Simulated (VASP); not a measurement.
The system is NaF.

```
Na F
1.0
     0.00000    2.16347    2.29717
     2.16347    0.00000    2.29717
     2.16347    2.16347    0.00000
Na F
1 1
Direct
  0.00000 0.00000 0.00000
  0.50000 0.50000 0.50000
```

This cell differs from its parent crystal: biaxial xy strain -5.8%.

Base run:

```yaml
Program: VASP 6.6.1
Functional: r2SCAN
Potentials_or_basis: VASP PAW PBE potentials, release 64 (Na_pv, F)
Cutoff: 520 eV
k_mesh: 10 × 10 × 10
Occupations: gaussian, width 0.01 eV
Spin: no spin polarisation
```

Its results: band gap on the k mesh 8.04 eV; pressure 9.0 GPa.

**Question.** The run is repeated on the same cell with these changes: functional from r2SCAN to HSE06; k mesh from 10 × 10 × 10 to 6 × 6 × 6. What comes out?

**Answer.** Band gap on the k mesh 9.37 eV; pressure 11.4 GPa.

Several settings changed at once.

Caveats: the cell stands under pressure; the PAW data sets were made with another functional, which shifts forces and pressure a little.

A k mesh can miss the band edges.
